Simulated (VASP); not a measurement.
A run of VASP 6.6.1:

INCAR

```
SYSTEM = Ti
PREC = Accurate ; ENCUT = 600
EDIFF = 1E-6 ; ISMEAR = -1
SIGMA = 0.1 ; LREAL = .False.
LASPH = .True. ; NELM = 100
ALGO = Normal ; ISIF = 4
LWAVE = .False. ; LCHARG = .False.
GGA = PE ; IBRION = 2
NSW = 50 ; EDIFFG = -0.005
```

KPOINTS

```
regular mesh
0
Gamma
  15 15 15
  0 0 0
```

POSCAR

```
Ti
1.0
   -2.1629854193      2.1629854193      1.2143628350
    2.1629854193     -2.1629854193      1.2143628350
    2.1629854193      2.1629854193     -1.2143628350
Ti
2
Direct
   -0.3750000000     -0.1250000000     -0.2500000000
    0.3750000000      0.1250000000      0.2500000000
```

Potentials or basis: VASP PAW PBE potentials, release 64 (Ti_sv).

Launch:

```console
$ cat potpaw_PBE.64/Ti_sv/POTCAR > POTCAR
$ mpirun -np 1 vasp_std > vasp.out
```

Hardware: 1 thread of Intel Xeon 8259CL, with other jobs on the host.

Question: How long does it take, and how much memory?

Answer: Wall time 5.4 min on 1 thread of Intel Xeon 8259CL, with other jobs on the host, peak memory 0.25 GiB. Counts: scf iterations 28, k points 288, ion steps 4.
